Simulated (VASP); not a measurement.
# Sc2As3Se3 (P6mm) in VASP: single point with PBE

Aim: the single point of Sc2As3Se3 with PBE.

Program: VASP 6.6.1. These are calculated values, not measurements. Logs are shortened: lines on timing, memory, paths and dates and some standing lists are left out, and cuts for length are marked.

## (1) The cell of the first run

Symmetry: P6mm, No. 183, hexagonal system. Conventional cell: a = 4.780 Å, b = 4.780 Å, c = 9.104 Å, α = 90.00°, β = 90.00°, γ = 120.00°. Within 3.6 Å of Sc (site symmetry 3m) lie 3 Sc at 2.76 Å and 4 As at 2.98 to 3.23 Å and 4 Se at 3.08 to 3.12 Å. As (site symmetry 3m) has 4 Se at 2.75 to 3.33 Å and 3 As at 2.76 Å and 1 Sc at 3.23 Å within 3.6 Å. As (site symmetry 6mm) has 7 Se at 2.48 to 3.41 Å and 6 Sc at 2.98 Å within 3.5 Å. Se (site symmetry 3m) has 4 As at 2.75 to 3.41 Å and 3 Se at 2.76 Å and 1 Sc at 3.12 Å within 3.6 Å. Within 3.4 Å of Se (site symmetry 6mm) lie 7 As at 2.48 to 3.33 Å and 6 Sc at 3.08 Å.

The cell was built from a structure type or drawn by symmetry, and may not be a known phase.

## (2) Single point, PBE

INCAR

```
  PREC = Accurate
  ENCUT = 520
  EDIFF = 1E-7
  ISMEAR = 0
  SIGMA = 0.2
  LREAL = False
  LASPH = True
  NELM = 80
  ALGO = Normal
  ISIF = 2
  LWAVE = False
  LCHARG = False
  GGA = PE
  NBANDS = 38
```

KPOINTS

```
Automatic mesh
0
Gamma
  4 4 2
```

POSCAR

```
Sc2As3Se3
1.0
    4.7804009456     -0.0000000026      0.0000000000
   -2.3902004705      4.1399486604      0.0000000000
    0.0000000000      0.0000000000      9.1036632578
Sc As Se
2 3 3
Direct
    0.3333333333      0.6666666667      0.9485393715
    0.6666666667      0.3333333333      0.9485393715
    0.3333333333      0.6666666667      0.5936703649
    0.6666666667      0.3333333333      0.5936703649
    0.0000000000      0.0000000000      0.0711021665
    0.3333333333      0.6666666667      0.2911763763
    0.6666666667      0.3333333333      0.2911763763
    0.0000000000      0.0000000000      0.7989985681
```

Potentials or basis: VASP PAW PBE potentials, release 64 (Sc_sv, As, Se).

Launch:

```sh
$ cat potpaw_PBE.64/Sc_sv/POTCAR potpaw_PBE.64/As/POTCAR potpaw_PBE.64/Se/POTCAR > POTCAR
$ mpirun -np 1 vasp_std > vasp.out
```

OUTCAR:

```text
PREC = Accurate
   ENCUT = 520
   EDIFF = 1E-7
   ISMEAR = 0
   LREAL = False
   LASPH = True
   NELM = 80
   ISIF = 2
   GGA = PE

 ion  position               nearest neighbor table
   1  0.333  0.667  0.949-   2 2.76   2 2.76   2 2.76   5 2.98   5 2.98   5 2.98   8 3.08   8 3.08
                             8 3.08
   2  0.667  0.333  0.949-   1 2.76   1 2.76   1 2.76   5 2.98   5 2.98   5 2.98   8 3.08   8 3.08
                             8 3.08
   3  0.333  0.667  0.594-   6 2.75   4 2.76   4 2.76   4 2.76
   4  0.667  0.333  0.594-   7 2.75   3 2.76   3 2.76   3 2.76
   5  0.000  0.000  0.071-   8 2.48   2 2.98   1 2.98   1 2.98   2 2.98   2 2.98   1 2.98
   6  0.333  0.667  0.291-   3 2.75   7 2.76   7 2.76   7 2.76
   7  0.667  0.333  0.291-   4 2.75   6 2.76   6 2.76   6 2.76
   8  0.000  0.000  0.799-   5 2.48   2 3.08   1 3.08   1 3.08   2 3.08   2 3.08   1 3.08

  LATTYP: Found a hexagonal cell.
 ALAT       =     4.7804009456
 C/A-ratio  =     1.9043723239

  Lattice vectors:

 A1 = (   4.7804009456,  -0.0000000026,   0.0000000000)
 A2 = (  -2.3902004705,   4.1399486604,   0.0000000000)
 A3 = (   0.0000000000,   0.0000000000,   9.1036632578)

Analysis of symmetry for initial positions (statically):
=====================================================================
 Subroutine PRICEL returns:
 Original cell was already a primitive cell.

 Routine SETGRP: Setting up the symmetry group for a
 hexagonal supercell.

 Subroutine GETGRP returns: Found 12 space group operations
 (whereof 12 operations were pure point group operations)
 out of a pool of 24 trial point group operations.

The static configuration has the point symmetry C_6v.

Analysis of symmetry for dynamics (positions and initial velocities):
=====================================================================
 Subroutine PRICEL returns:
 Original cell was already a primitive cell.

 Routine SETGRP: Setting up the symmetry group for a
 hexagonal supercell.

 Subroutine GETGRP returns: Found 12 space group operations
 (whereof 12 operations were pure point group operations)
 out of a pool of 24 trial point group operations.

The dynamic configuration has the point symmetry C_6v.

 Subroutine INISYM returns: Found 12 space group operations
 (whereof 12 operations are pure point group operations),
 and found     1 'primitive' translations

----------------------------------------------------------------------------------------

                                     Primitive cell

  volume of cell :     180.1671

  direct lattice vectors                    reciprocal lattice vectors
     4.780400946 -0.000000003  0.000000000     0.209187474  0.120774444  0.000000000
    -2.390200470  4.139948660  0.000000000     0.000000000  0.241548889  0.000000000
     0.000000000  0.000000000  9.103663258     0.000000000  0.000000000  0.109845891

  length of vectors
     4.780400946  4.780400946  9.103663258     0.241548889  0.241548889  0.109845891

  position of ions in fractional coordinates (direct lattice)
     0.333333333  0.666666667  0.948539371
     0.666666667  0.333333333  0.948539371
     0.333333333  0.666666667  0.593670365
     0.666666667  0.333333333  0.593670365
     0.000000000  0.000000000  0.071102166
     0.333333333  0.666666667  0.291176376
     0.666666667  0.333333333  0.291176376
     0.000000000  0.000000000  0.798998568

  ion indices of the primitive-cell ions
   primitive index   ion index
                 1           1
                 2           2
                 3           3
                 4           4
                 5           5
                 6           6
                 7           7
                 8           8

----------------------------------------------------------------------------------------

 KPOINTS: Automatic mesh

Automatic generation of k-mesh.
 Grid dimensions read from file:
 generate k-points for:    4    4    2

 Generating k-lattice:

  Cartesian coordinates                     Fractional coordinates (reciprocal lattice)
     0.052296869  0.030193611  0.000000000     0.250000000  0.000000000  0.000000000
     0.000000000  0.060387222  0.000000000     0.000000000  0.250000000  0.000000000
     0.000000000  0.000000000  0.054922945     0.000000000  0.000000000  0.500000000

  Length of vectors
     0.060387222  0.060387222  0.054922945

  Shift w.r.t. Gamma in fractional coordinates (k-lattice)
     0.000000000  0.000000000  0.000000000

 Subroutine IBZKPT returns following result:
 ===========================================

 Found      8 irreducible k-points:

 Following reciprocal coordinates:
            Coordinates               Weight
  0.000000  0.000000  0.000000      1.000000
  0.250000  0.000000  0.000000      6.000000
  0.500000  0.000000  0.000000      3.000000
  0.250000  0.250000  0.000000      6.000000
  0.000000  0.000000  0.500000      1.000000
  0.250000  0.000000  0.500000      6.000000
  0.500000  0.000000  0.500000      3.000000
  0.250000  0.250000  0.500000      6.000000
   k-points           NKPTS =      8   k-points in BZ     NKDIM =      8   number of bands    NBANDS=     38
   number of dos      NEDOS =    301   number of ions     NIONS =      8
   total plane-waves  NPLWV =  90720
   dimension x,y,z NGX =    36 NGY =   36 NGZ =   70
   dimension x,y,z NGXF=    72 NGYF=   72 NGZF=  140
   ions per type =               2   3   3
   NGX,Y,Z   is equivalent  to a cutoff of  12.52, 12.52, 12.78 a.u.
   NGXF,Y,Z  is equivalent  to a cutoff of  25.04, 25.04, 25.57 a.u.
 SYSTEM =  unknown system
   PREC   = accura    normal or accurate (medium, high low for compatibility)
   ISTART =      0    job   : 0-new  1-cont  2-samecut
   ICHARG =      2    charge: 1-file 2-atom 10-const
   ISPIN  =      1    spin polarized calculation?
   LNONCOLLINEAR =      F non collinear calculations
   LSORBIT =      F    spin-orbit coupling
   LASPH  =      T    aspherical Exc in radial PAW
   ENCUT  =  520.0 eV  38.22 Ry    6.18 a.u.   8.89  8.89 16.93*2*pi/ulx,y,z
   NELM   =     80;   NELMIN=  2; NELMDL= -5     # of ELM steps
   EDIFF  = 0.1E-06   stopping-criterion for ELM
   LREAL  =      F    real-space projection
   EDIFFG = 0.1E-05   stopping-criterion for IOM
   NSW    =      0    number of steps for IOM
   IBRION =     -1    ionic relax: 0-MD 1-quasi-New 2-CG
   NFREE  =      0    steps in history (QN), initial steepest desc. (CG)
   ISIF   =      2    stress and relaxation
   ISYM   =      2    0-nonsym 1-usesym 2-fastsym
   POTIM  = 0.5000    time-step for ionic-motion
   TEBEG  =    0.0;   TEEND  =   0.0 temperature during run
   PSTRESS=    0.0 pullay stress
   NELECT =      55.0000    total number of electrons
   NUPDOWN=      -1.0000    fix difference up-down
   EMIN   =  10.00;   EMAX   =-10.00  energy-range for DOS
   EFERMI =   0.00;   METHOD = LEGACY
   ISMEAR =     0;   SIGMA  =   0.20  broadening in eV -4-tet -1-fermi 0-gaus
   EFERMI_NEDOS =   21; number of points for ismear=-14 and -15
   IALGO  =     38    algorithm
   IMIX   =      4    mixing-type and parameters
     AMIX     =   0.40;   BMIX     =  1.00
     AMIX_MAG =   1.60;   BMIX_MAG =  1.00
  volume/ion in A,a.u.               =      22.52       151.98
  Fermi-wavevector in a.u.,A,eV,Ry     =   1.102310  2.083065 16.532279  1.215088
  Thomas-Fermi vector in A             =   2.238751
   LORBIT       =      0    0 simple, 1 ext, 2 COOP (PROOUT), +10 PAW based schemes
   GGA     = PE    functional components
   LHFCALC =     F    Hartree Fock is set to
   AEXX    =    0.0000 exact exchange contribution
   IVDW    =     0    specifies the selected vdW correction
   LEPSILON=     F    determine dielectric tensor
   LRPA    =     F    only Hartree local field effects (RPA)
 non-spin polarized calculation
 Gauss-broadening in eV      SIGMA  =   0.20
  energy-cutoff  :      520.00
  volume of cell :      180.17
 maximum number of plane-waves:      4880
 NGX is ok and might be reduce to    36
   NGX = 17   NGY = 17   NGZ = 33

 number of electron      54.9999998 magnetization

 Free energy of the ion-electron system (eV)
  ---------------------------------------------------
  ext. energy  EPLUGINS =         0.00000000
  ---------------------------------------------------
  free energy    TOTEN  =       -37.00808357 eV

  energy without entropy =      -36.89274499  energy(sigma->0) =      -36.95041428

 E-fermi :   4.7039     XC(G=0):  -9.8687

 val. band max:        4.6005109644   @ k =   0.2500   0.2500   0.0000
 cond. band min:       4.7148027952   @ k =   0.2500   0.2500   0.5000
 fundamental gap:      0.1142918308
 Fermi energy:         4.7038755201

 k-point     1 :       0.0000    0.0000    0.0000
  band No.  band energies     occupation
      1     -45.1288      2.00000
      2     -44.9250      2.00000
      3     -24.0378      2.00000
      4     -24.0378      2.00000
      5     -23.7924      2.00000
      6     -23.6165      2.00000
[... 30 lines left out ...]
     37       6.6047      0.00000
     38       7.1387      0.00000

 k-point     2 :       0.2500    0.0000    0.0000
  band No.  band energies     occupation
      1     -45.1031      2.00000
      2     -44.9513      2.00000
      3     -24.0697      2.00000
      4     -23.9820      2.00000
      5     -23.7697      2.00000
      6     -23.6387      2.00000
[... 30 lines left out ...]
     37       7.1675      0.00000
     38       7.5421      0.00000

 k-point     3 :       0.5000    0.0000    0.0000
  band No.  band energies     occupation
      1     -45.0614      2.00000
      2     -44.9935      2.00000
      3     -24.0987      2.00000
      4     -23.9096      2.00000
      5     -23.7331      2.00000
      6     -23.6748      2.00000
[... 30 lines left out ...]
     37       7.3798      0.00000
[... 125 lines left out ...]
 k-point     7 :       0.5000    0.0000    0.5000
  band No.  band energies     occupation
      1     -45.0614      2.00000
      2     -44.9935      2.00000
      3     -24.0987      2.00000
      4     -23.9096      2.00000
      5     -23.7331      2.00000
      6     -23.6748      2.00000
[... 30 lines left out ...]
     37       7.5192      0.00000
     38       7.5504      0.00000

 k-point     8 :       0.2500    0.2500    0.5000
  band No.  band energies     occupation
      1     -45.0614      2.00000
      2     -44.9935      2.00000
      3     -24.1207      2.00000
      4     -23.8579      2.00000
      5     -23.7332      2.00000
      6     -23.6747      2.00000
[... 30 lines left out ...]
     37       7.4086      0.00000
     38       7.9365      0.00000

------------------------ aborting loop because EDIFF is reached ----------------------------------------

  FORCE on cell =-STRESS in cart. coord.  units (eV):
  Direction    XX          YY          ZZ          XY          YZ          ZX
  --------------------------------------------------------------------------------------
  -------------------------------------------------------------------------------------
  Total       -0.2497875     -0.2497875      0.2412050     -0.0000000     -0.0000000      0.0000000
  in kB       -2.2212928     -2.2212928      2.1449714     -0.0000000     -0.0000000      0.0000000
  external PRESSURE =      -0.7658714 kB  Pullay stress =       0.0000000 kB

 VOLUME and BASIS-vectors are now :
 -----------------------------------------------------------------------------
  energy-cutoff  :      520.00
  volume of cell :      180.17
      direct lattice vectors                 reciprocal lattice vectors
     4.780400946 -0.000000003  0.000000000     0.209187474  0.120774444  0.000000000
    -2.390200470  4.139948660  0.000000000     0.000000000  0.241548889  0.000000000
     0.000000000  0.000000000  9.103663258     0.000000000  0.000000000  0.109845891

 POSITION                                       TOTAL-FORCE (eV/Angst)
 -----------------------------------------------------------------------------------
      0.00000      2.75997      8.63518         0.000000     -0.000000      0.000964
      2.39020      1.37998      8.63518        -0.000000      0.000000      0.000964
      0.00000      2.75997      5.40458         0.000000     -0.000000      0.003982
      2.39020      1.37998      5.40458        -0.000000     -0.000000      0.003982
      0.00000      0.00000      0.64729         0.000000     -0.000000      0.055983
      0.00000      2.75997      2.65077         0.000000     -0.000000      0.004799
      2.39020      1.37998      2.65077        -0.000000      0.000000      0.004799
      0.00000      0.00000      7.27381         0.000000     -0.000000     -0.075474
 -----------------------------------------------------------------------------------
    total drift:                                0.000000      0.000000      0.000187

  FREE ENERGIE OF THE ION-ELECTRON SYSTEM (eV)
  ---------------------------------------------------
  free  energy   TOTEN  =       -37.0080835717 eV

  energy  without entropy=      -36.8927449870  energy(sigma->0) =      -36.95041428
```

It took 1.9 min on 1 thread of Intel Xeon 8259CL, shared host; peak memory 0.31 GiB.

What came out:

* Free energy: -37.0081 eV
* Pressure: -0.1 GPa
* Largest force: 0.075 eV/Å
* Band gap on the k mesh: zero (an odd number of electrons rules out a gap without spin polarisation)

Forces on the atoms (eV/Å):
```
Sc   0.000  0.000  0.001
Sc   0.000  0.000  0.001
As   0.000  0.000  0.004
As   0.000  0.000  0.004
As   0.000  0.000  0.056
Se   0.000  0.000  0.005
Se   0.000  0.000  0.005
Se   0.000  0.000 -0.075
```

Caveat: the k points lie up to 0.38 Å⁻¹ apart, too coarse for converged energies and pressures of a metal.
